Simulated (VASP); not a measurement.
# TlPdCl3 (Pm-3m) in VASP: a series of runs, part 2 of 2

VASP 6.6.1.

## 3. Single point, PBE

This run uses another cell than the first one, of 30.26 Å³/atom.

File INCAR:

```
SYSTEM = TlPdCl3
PREC = Accurate ; ENCUT = 520
EDIFF = 1E-6 ; ISMEAR = 0
SIGMA = 0.1 ; LREAL = .False.
LASPH = .True. ; NELM = 60
ALGO = Normal ; ISIF = 2
LWAVE = .False. ; LCHARG = .True.
GGA = PE ; LELF = .True.
LVHAR = .True. ; NBANDS = 30
```

File KPOINTS:

```
regular mesh
0
Gamma
  4 4 4
  0 0 0
```

File POSCAR:

```
TlPdCl3
1.0
    5.3285514319      0.0000000000      0.0000000000
    0.0000000000      5.3285514319      0.0000000000
    0.0000000000      0.0000000000      5.3285514319
Tl Pd Cl
1 1 3
Direct
    0.5000000000      0.5000000000      0.5000000000
    0.0000000000      0.0000000000      0.0000000000
    0.0000000000      0.5000000000      0.5000000000
    0.5000000000      0.0000000000      0.5000000000
    0.5000000000      0.5000000000      0.0000000000
```

Potentials or basis: VASP PAW PBE potentials, release 64 (Tl_d, Pd, Cl).

Run with:

```bash
$ cat potpaw_PBE.64/Tl_d/POTCAR potpaw_PBE.64/Pd/POTCAR potpaw_PBE.64/Cl/POTCAR > POTCAR
$ mpirun -np 1 vasp_std > vasp.out
```

OUTCAR:

```text
SYSTEM = TlPdCl3
   PREC = Accurate
   ENCUT = 520
   EDIFF = 1E-6
   ISMEAR = 0
   LREAL = .False.
   LASPH = .True.
   NELM = 60
   ISIF = 2
   GGA = PE

 ion  position               nearest neighbor table
   1  0.500  0.500  0.500-   3 2.66   4 2.66   5 2.66   5 2.66   4 2.66   3 2.66
   2  0.000  0.000  0.000-
   3  0.000  0.500  0.500-   1 2.66   1 2.66
   4  0.500  0.000  0.500-   1 2.66   1 2.66
   5  0.500  0.500  0.000-   1 2.66   1 2.66

  LATTYP: Found a simple cubic cell.
 ALAT       =     5.3285514319

  Lattice vectors:

 A1 = (   5.3285514319,   0.0000000000,   0.0000000000)
 A2 = (   0.0000000000,   5.3285514319,   0.0000000000)
 A3 = (   0.0000000000,   0.0000000000,   5.3285514319)

Analysis of symmetry for initial positions (statically):
=====================================================================
 Subroutine PRICEL returns:
 Original cell was already a primitive cell.

 Routine SETGRP: Setting up the symmetry group for a
 simple cubic supercell.

 Subroutine GETGRP returns: Found 48 space group operations
 (whereof 48 operations were pure point group operations)
 out of a pool of 48 trial point group operations.

The static configuration has the point symmetry O_h .

Analysis of symmetry for dynamics (positions and initial velocities):
=====================================================================
 Subroutine PRICEL returns:
 Original cell was already a primitive cell.

 Routine SETGRP: Setting up the symmetry group for a
 simple cubic supercell.

 Subroutine GETGRP returns: Found 48 space group operations
 (whereof 48 operations were pure point group operations)
 out of a pool of 48 trial point group operations.

The dynamic configuration has the point symmetry O_h .

 Subroutine INISYM returns: Found 48 space group operations
 (whereof 48 operations are pure point group operations),
 and found     1 'primitive' translations

----------------------------------------------------------------------------------------

                                     Primitive cell

  volume of cell :     151.2960

  direct lattice vectors                    reciprocal lattice vectors
     5.328551432  0.000000000  0.000000000     0.187668265  0.000000000  0.000000000
     0.000000000  5.328551432  0.000000000     0.000000000  0.187668265  0.000000000
     0.000000000  0.000000000  5.328551432     0.000000000  0.000000000  0.187668265

  length of vectors
     5.328551432  5.328551432  5.328551432     0.187668265  0.187668265  0.187668265

  position of ions in fractional coordinates (direct lattice)
     0.500000000  0.500000000  0.500000000
     0.000000000  0.000000000  0.000000000
     0.000000000  0.500000000  0.500000000
     0.500000000  0.000000000  0.500000000
     0.500000000  0.500000000  0.000000000

  ion indices of the primitive-cell ions
   primitive index   ion index
                 1           1
                 2           2
                 3           3
                 4           4
                 5           5

----------------------------------------------------------------------------------------

 KPOINTS: regular mesh

Automatic generation of k-mesh.
 Grid dimensions read from file:
[... 23 lines left out ...]
  0.250000  0.000000  0.000000      6.000000
  0.500000  0.000000  0.000000      3.000000
  0.250000  0.250000  0.000000     12.000000
  0.500000  0.250000  0.000000     12.000000
  0.500000  0.500000  0.000000      3.000000
  0.250000  0.250000  0.250000      8.000000
  0.500000  0.250000  0.250000     12.000000
  0.500000  0.500000  0.250000      6.000000
  0.500000  0.500000  0.500000      1.000000
   k-points           NKPTS =     10   k-points in BZ     NKDIM =     10   number of bands    NBANDS=     30
   number of dos      NEDOS =    301   number of ions     NIONS =      5
   total plane-waves  NPLWV =  64000
   dimension x,y,z NGX =    40 NGY =   40 NGZ =   40
   dimension x,y,z NGXF=    80 NGYF=   80 NGZF=   80
   ions per type =               1   1   3
   NGX,Y,Z   is equivalent  to a cutoff of  12.48, 12.48, 12.48 a.u.
   NGXF,Y,Z  is equivalent  to a cutoff of  24.96, 24.96, 24.96 a.u.
 SYSTEM =  TlPdCl3
   PREC   = accura    normal or accurate (medium, high low for compatibility)
   ISTART =      0    job   : 0-new  1-cont  2-samecut
   ICHARG =      2    charge: 1-file 2-atom 10-const
   ISPIN  =      1    spin polarized calculation?
   LNONCOLLINEAR =      F non collinear calculations
   LSORBIT =      F    spin-orbit coupling
   LASPH  =      T    aspherical Exc in radial PAW
   ENCUT  =  520.0 eV  38.22 Ry    6.18 a.u.   9.91  9.91  9.91*2*pi/ulx,y,z
   NELM   =     60;   NELMIN=  2; NELMDL= -5     # of ELM steps
   EDIFF  = 0.1E-05   stopping-criterion for ELM
   LREAL  =      F    real-space projection
   EDIFFG = 0.1E-04   stopping-criterion for IOM
   NSW    =      0    number of steps for IOM
   IBRION =     -1    ionic relax: 0-MD 1-quasi-New 2-CG
   NFREE  =      0    steps in history (QN), initial steepest desc. (CG)
   ISIF   =      2    stress and relaxation
   ISYM   =      2    0-nonsym 1-usesym 2-fastsym
   POTIM  = 0.5000    time-step for ionic-motion
   TEBEG  =    0.0;   TEEND  =   0.0 temperature during run
   PSTRESS=    0.0 pullay stress
   NELECT =      44.0000    total number of electrons
   NUPDOWN=      -1.0000    fix difference up-down
   EMIN   =  10.00;   EMAX   =-10.00  energy-range for DOS
   EFERMI =   0.00;   METHOD = LEGACY
   ISMEAR =     0;   SIGMA  =   0.10  broadening in eV -4-tet -1-fermi 0-gaus
   EFERMI_NEDOS =   21; number of points for ismear=-14 and -15
   IALGO  =     38    algorithm
   IMIX   =      4    mixing-type and parameters
     AMIX     =   0.40;   BMIX     =  1.00
     AMIX_MAG =   1.60;   BMIX_MAG =  1.00
  volume/ion in A,a.u.               =      30.26       204.20
  Fermi-wavevector in a.u.,A,eV,Ry     =   1.084634  2.049661 16.006315  1.176431
  Thomas-Fermi vector in A             =   2.220729
   LORBIT       =      0    0 simple, 1 ext, 2 COOP (PROOUT), +10 PAW based schemes
   GGA     = PE    functional components
   LHFCALC =     F    Hartree Fock is set to
   AEXX    =    0.0000 exact exchange contribution
   IVDW    =     0    specifies the selected vdW correction
   LEPSILON=     F    determine dielectric tensor
   LRPA    =     F    only Hartree local field effects (RPA)
 non-spin polarized calculation
 Gauss-broadening in eV      SIGMA  =   0.10
  energy-cutoff  :      520.00
  volume of cell :      151.30
 maximum number of plane-waves:      4092
 NGX is ok and might be reduce to    40
   NGX = 19   NGY = 19   NGZ = 19

 number of electron      43.9999993 magnetization

 Free energy of the ion-electron system (eV)
  ---------------------------------------------------
  ext. energy  EPLUGINS =         0.00000000
  ---------------------------------------------------
  free energy    TOTEN  =       -12.81685730 eV

  energy without entropy =      -12.74222705  energy(sigma->0) =      -12.77954218

 E-fermi :   1.3178     XC(G=0):  -8.2168

 val. band max:        1.2707012256   @ k =   0.5000   0.5000   0.0000
 cond. band min:       1.4410960875   @ k =   0.2500   0.2500   0.2500
 fundamental gap:      0.1703948618
 Fermi energy:         1.3177619015

 k-point     1 :       0.0000    0.0000    0.0000
  band No.  band energies     occupation
      1     -13.5789      2.00000
      2     -13.1735      2.00000
      3     -13.1735      2.00000
      4      -9.3666      2.00000
      5      -9.3666      2.00000
      6      -9.3666      2.00000
[... 319 lines left out ...]
     29       8.3809      0.00000
     30       8.3809      0.00000

------------------------ aborting loop because EDIFF is reached ----------------------------------------

  FORCE on cell =-STRESS in cart. coord.  units (eV):
  Direction    XX          YY          ZZ          XY          YZ          ZX
  --------------------------------------------------------------------------------------
  -------------------------------------------------------------------------------------
  Total        0.2726743      0.2726743      0.2726743      0.0000000      0.0000000      0.0000000
  in kB        2.8875357      2.8875357      2.8875357      0.0000000      0.0000000      0.0000000
  external PRESSURE =       2.8875357 kB  Pullay stress =       0.0000000 kB

 VOLUME and BASIS-vectors are now :
 -----------------------------------------------------------------------------
  energy-cutoff  :      520.00
  volume of cell :      151.30
      direct lattice vectors                 reciprocal lattice vectors
     5.328551432  0.000000000  0.000000000     0.187668265  0.000000000  0.000000000
     0.000000000  5.328551432  0.000000000     0.000000000  0.187668265  0.000000000
     0.000000000  0.000000000  5.328551432     0.000000000  0.000000000  0.187668265

 POSITION                                       TOTAL-FORCE (eV/Angst)
 -----------------------------------------------------------------------------------
      2.66428      2.66428      2.66428         0.000000      0.000000      0.000000
      0.00000      0.00000      0.00000         0.000000      0.000000      0.000000
      0.00000      2.66428      2.66428         0.000000      0.000000      0.000000
      2.66428      0.00000      2.66428         0.000000      0.000000      0.000000
      2.66428      2.66428      0.00000         0.000000      0.000000      0.000000
 -----------------------------------------------------------------------------------
    total drift:                                0.000000      0.000000     -0.000000

  FREE ENERGIE OF THE ION-ELECTRON SYSTEM (eV)
  ---------------------------------------------------
  free  energy   TOTEN  =       -12.8168573025 eV

  energy  without entropy=      -12.7422270498  energy(sigma->0) =      -12.77954218
```

Wall time 71 s (1 thread of Intel Xeon 8259CL, shared host); peak memory 0.26 GiB.

What came out:

- Free energy: -12.8169 eV
- Pressure: 0.3 GPa
- Band gap on the k mesh: zero (bands 22 and 23 overlap by 0.15 eV)

Caveat: spin-orbit coupling is left out, which moves the levels of the heavy elements.

## 4. Relaxation of cell and atoms, PBE

File INCAR:

```
SYSTEM = TlPdCl3
  PREC = Accurate
  ENCUT = 600
  EDIFF = 1E-7
  ISMEAR = 0
  SIGMA = 0.1
  LREAL = .False.
  LASPH = .True.
  NELM = 100
  ALGO = Normal
  ISIF = 3
  LWAVE = .False.
  LCHARG = .False.
  GGA = PE
  IBRION = 2
  NSW = 90
  EDIFFG = -0.04
```

KPOINTS is that of step 3.

POSCAR: that of step 3 with these lines changed.

```diff
@@ -2,5 +2,5 @@
 1.0
-    5.3285514319      0.0000000000      0.0000000000
-    0.0000000000      5.3285514319      0.0000000000
-    0.0000000000      0.0000000000      5.3285514319
+    4.6069915000      0.0000000000      0.0000000000
+    0.0000000000      4.6069915000      0.0000000000
+    0.0000000000      0.0000000000      4.6069915000
 Tl Pd Cl
```

Run with:

```bash
$ cat potpaw_PBE.64/Tl_d/POTCAR potpaw_PBE.64/Pd/POTCAR potpaw_PBE.64/Cl/POTCAR > POTCAR
$ mpirun -np 1 vasp_std > vasp.out
```

It took 3 min on 1 thread of Intel Xeon 8259CL, shared host; peak memory 0.27 GiB.

Results (log left out):

```yaml
Free_energy: -12.7969 eV
Relaxed_volume: 30.71 Å³/atom
Relaxed_cell: a = 5.355 Å, b = 5.355 Å, c = 5.355 Å, α = 90.00°, β = 90.00°, γ = 90.00°
Space_group_after_relaxing_to_0.1_Å: Pm-3m (No. 221)
Energy_gained_by_relaxing: 760.5 meV/atom
Ionic_steps: 4
Pressure_after_relaxing: -0.1 GPa
Band_gap_on_the_k_mesh: zero (bands 22 and 23 overlap by 0.15 eV)
```

The path:
```tsv
step	energy change (eV)	largest force (eV/Å)	pressure (GPa)	volume (Å³)
1	0.0000	0.0000	33.64	97.78
2	-3.7022	0.0000	-1.92	168.16
3	-3.7959	0.0000	0.64	149.41
4	-3.8026	0.0000	-0.10	153.55
```

Final structure:
```
Tl Pd Cl
1.0
     5.35485    0.00000    0.00000
     0.00000    5.35485    0.00000
     0.00000    0.00000    5.35485
Tl Pd Cl
1 1 3
Direct
  0.50000 0.50000 0.50000
  0.00000 0.00000 0.00000
  0.00000 0.50000 0.50000
  0.50000 0.00000 0.50000
  0.50000 0.50000 0.00000
```

Levels at points of the mesh, in eV from the Fermi level:
```
           k point  band 19  band 20  band 21  band 22  band 23  band 24  band 25  band 26
(0.00, 0.00, 0.00)    -0.23    -0.23    -0.19    -0.19    -0.19     1.38     7.75     7.75
(0.50, 0.00, 0.00)    -0.16    -0.08    -0.05    -0.05     0.48     2.53     4.91     5.73
(0.50, 0.50, 0.00)    -0.13    -0.09    -0.05    -0.05     1.83     2.67     4.83     4.83
(0.50, 0.50, 0.50)    -0.20    -0.20    -0.14    -0.14     1.96     3.05     4.29     4.29
```

Caveat: the volume moved by over 15 % at a fixed basis, so the end points are rough; spin-orbit coupling is left out, which moves the levels of the heavy elements.

## 5. Overview

| task | cell | cutoff (eV) | gap on the mesh (eV) | pressure (GPa) |
| --- | --- | --- | --- | --- |
| single point | a = 4.607 Å, 5 atoms | 520 | none | 33.6 |
| single point | a = 5.329 Å, 5 atoms | 520 | none | 0.3 |
| relaxation of cell and atoms | relaxed from a = 4.607 Å, 5 atoms | 600 | none | -0.1 |

Alike in all rows: level PBE; potentials or basis VASP PAW PBE potentials, release 64 (Tl_d, Pd, Cl); no spin polarisation; k mesh 4 × 4 × 4; smearing gaussian 0.1 eV.

Caveats: spin-orbit coupling is left out, which moves the levels of the heavy elements; the cell stands under pressure (at least some runs); the volume moved by over 15 % at a fixed basis, so the end points are rough (at least some runs).

Absolute energies hang on the potentials; compare differences alone.

The gap in the log of VASP goes by the Fermi energy; the results here count the filled bands.